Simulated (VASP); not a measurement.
Input of a VASP 6.6.1 run:

Contents of POSCAR:

```
Hf
1.0
    0.0000000000      2.2200000000      2.2200000000
    2.2200000000      0.0000000000      2.2200000000
    2.2200000000      2.2200000000      0.0000000000
Hf
1
Direct
    0.0000000000      0.0000000000      0.0000000000
```

File INCAR.step1:

```
PREC = Accurate
ENCUT = 520
EDIFF = 1E-5
ISMEAR = -1
SIGMA = 0.05
LREAL = F
LASPH = T
NELM = 60
ALGO = Normal
ISIF = 2
LWAVE = T
LCHARG = F
NBANDS = 11
GGA = PE
```

File INCAR.step2:

```
PREC = Accurate
ENCUT = 520
EDIFF = 1E-6
ISMEAR = -1
SIGMA = 0.05
LREAL = F
LASPH = T
NELM = 60
ALGO = Normal
ISIF = 2
LWAVE = F
LCHARG = F
METAGGA = R2SCAN
LHFCALC = T
AEXX = 0.1
LMIXTAU = T
PRECFOCK = Normal
NBANDS = 11
ISTART = 1
```

Contents of KPOINTS:

```
regular mesh
0
Gamma
  5 5 5
```

Potentials or basis: VASP PAW PBE potentials, release 64 (Hf_pv).

Launch:

```console
$ cat potpaw_PBE.64/Hf_pv/POTCAR > POTCAR
$ cp INCAR.step1 INCAR
$ mpirun -np 1 vasp_std > vasp.out
$ cp INCAR.step2 INCAR
$ mpirun -np 1 vasp_std > vasp.out
```

(1) Estimate the band gap on the k mesh.

(2) Estimate the pressure.

Answers

(1) zero (bands 5 and 6 overlap by 2.49 eV).

(2) 1.8 GPa.

Caveat: the k points lie up to 0.49 Å⁻¹ apart, too coarse for converged energies and pressures of a metal; the PAW data sets were made with another functional, which shifts forces and pressure a little; spin-orbit coupling is left out, which moves the levels of the heavy elements.
